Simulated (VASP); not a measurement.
Wanted: the native input for a VASP 6.6.1 run.

```
Task                   : single point
Functional             : PBEsol
Potentials or basis    : VASP PAW PBE potentials, release 64 (Sr_sv, Ti_sv, O)
Cutoff                 : 520 eV
k mesh                 : 8 × 8 × 8
Occupations            : gaussian, width 0.05 eV
Spin                   : no spin polarisation
Dipole correction      : no
Further INCAR settings : ALGO = Normal; EDIFF = 1e-06; NBANDS = 28
```

The structure of SrTiO3 lies in POSCAR:

```
SrTiO3
1.0
    3.8911201355      0.0000000000      0.0000000000
    0.0000000000      3.8911201355      0.0000000000
    0.0000000000      0.0000000000      3.8911201355
Sr Ti O
1 1 3
Direct
    0.0000000000      0.0000000000      0.0000000000
    0.4074816537      0.5000000000      0.5000000000
    0.0000000000      0.5000000000      0.5000000000
    0.5000000000      0.0000000000      0.5000000000
    0.5000000000      0.5000000000      0.0000000000
```

This cell differs from its parent crystal: atom 2 (Ti) moved -0.360 Å along Cartesian [1 0 0].

One way to write it, as run:

INCAR

```
SYSTEM = SrTiO3
PREC = Accurate
ENCUT = 520
EDIFF = 1E-6
ISMEAR = 0
SIGMA = 0.05
LREAL = .False.
LASPH = .True.
NELM = 60
ALGO = Normal
ISIF = 2
LWAVE = .False.
LCHARG = .False.
GGA = PS
NBANDS = 28
```

KPOINTS

```
regular mesh
0
Gamma
  8 8 8
  0 0 0
```

Potentials or basis: VASP PAW PBE potentials, release 64 (Sr_sv, Ti_sv, O).

Launch:

```console
$ cat potpaw_PBE.64/Sr_sv/POTCAR potpaw_PBE.64/Ti_sv/POTCAR potpaw_PBE.64/O/POTCAR > POTCAR
$ mpirun -np 1 vasp_std > vasp.out
```

Results of the run:

```
Pressure               : 12.0 GPa
Largest force          : 9.027 eV/Å
Band gap on the k mesh : 1.90 eV (least direct gap 2.64 eV)
```

Caveat: the cell differs from its parent crystal (atom 2 (Ti) moved -0.360 Å along Cartesian [1 0 0]); the cell stands under pressure; the PAW data sets were made with another functional, which shifts forces and pressure a little.

It took 3.8 min on 1 thread of Intel Xeon 8259CL, on a shared host, peak memory 0.26 GiB.
